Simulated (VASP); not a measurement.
Set up this calculation in VASP 6.6.1, as the native input.

```yaml
Task: relaxation of cell and atoms
Functional: PBE
Potentials_or_basis: VASP PAW PBE potentials, release 64 (Rb_sv, Mg, Ga_d, C, N)
Cutoff: 600 eV
k_mesh: 4 × 4 × 4
Occupations: gaussian, width 0.1 eV
Spin: no spin polarisation
Dipole_correction: no
Further_INCAR_settings: LREAL = Auto; ALGO = Normal; EDIFF = 1e-07; IBRION = 2; EDIFFG = -0.04; NSW = 90; ISIF = 3
```

The structure of Rb2MgGaC6N6 lies in POSCAR:

```
Rb2MgGaC6N6
1.0
    0.0000000000      5.1410000000      5.1410000000
    5.1410000000      0.0000000000      5.1410000000
    5.1410000000      5.1410000000      0.0000000000
Rb Mg Ga C N
2 1 1 6 6
Direct
    0.2500000000      0.2500000000      0.2500000000
    0.7500000000      0.7500000000      0.7500000000
    0.5000000000      0.5000000000      0.5000000000
    0.0000000000      0.0000000000      0.0000000000
    0.8156000800      0.1843999200      0.1843999200
    0.1843999200      0.8156000800      0.1843999200
    0.1843999200      0.1843999200      0.8156000800
    0.1843999200      0.8156000800      0.8156000800
    0.8156000800      0.1843999200      0.8156000800
    0.8156000800      0.8156000800      0.1843999200
    0.7018089900      0.2981910100      0.2981910100
    0.2981910100      0.7018089900      0.2981910100
    0.2981910100      0.2981910100      0.7018089900
    0.2981910100      0.7018089900      0.7018089900
    0.7018089900      0.2981910100      0.7018089900
    0.7018089900      0.7018089900      0.2981910100
```

One way to write it, as run:

INCAR

```
ALGO = Normal
EDIFF = 1E-7
EDIFFG = -0.04
ENCUT = 600
GGA = PE
IBRION = 2
ISIF = 3
ISMEAR = 0
LASPH = T
LCHARG = F
LREAL = Auto
LWAVE = F
NELM = 60
NSW = 90
PREC = Accurate
SIGMA = 0.1
```

KPOINTS

```
k-points
0
Gamma
  4 4 4
```

Potentials or basis: VASP PAW PBE potentials, release 64 (Rb_sv, Mg, Ga_d, C, N).

Command:

```sh
$ cat potpaw_PBE.64/Rb_sv/POTCAR potpaw_PBE.64/Mg/POTCAR potpaw_PBE.64/Ga_d/POTCAR potpaw_PBE.64/C/POTCAR potpaw_PBE.64/N/POTCAR > POTCAR
$ mpirun -np 1 vasp_std > vasp.out
```

Results of the run:

```yaml
Relaxed_volume: 20.28 Å³/atom
Relaxed_cell: a = 7.713 Å, b = 7.713 Å, c = 7.713 Å, α = 60.00°, β = 60.00°, γ = 60.00°
Space_group_after_relaxing_to_0.1_Å: Fm-3m (No. 225)
Energy_gained_by_relaxing: 147.9 meV/atom
Ionic_steps: 5
Pressure_after_relaxing: -0.2 GPa
Largest_force_after_relaxing: 0.025 eV/Å
Band_gap_on_the_k_mesh: zero (an odd number of electrons rules out a gap without spin polarisation)
```

Caveat: the volume moved by over 15 % at a fixed basis, so the end points are rough; an odd number of electrons without spin polarisation forces a metal; a magnetic or distorted state may lie lower.

Wall time 16 min on 1 thread of Intel(R) Xeon(R) Platinum 8488C (Sapphire Rapids), with other jobs on the host, peak memory 0.6 GiB.
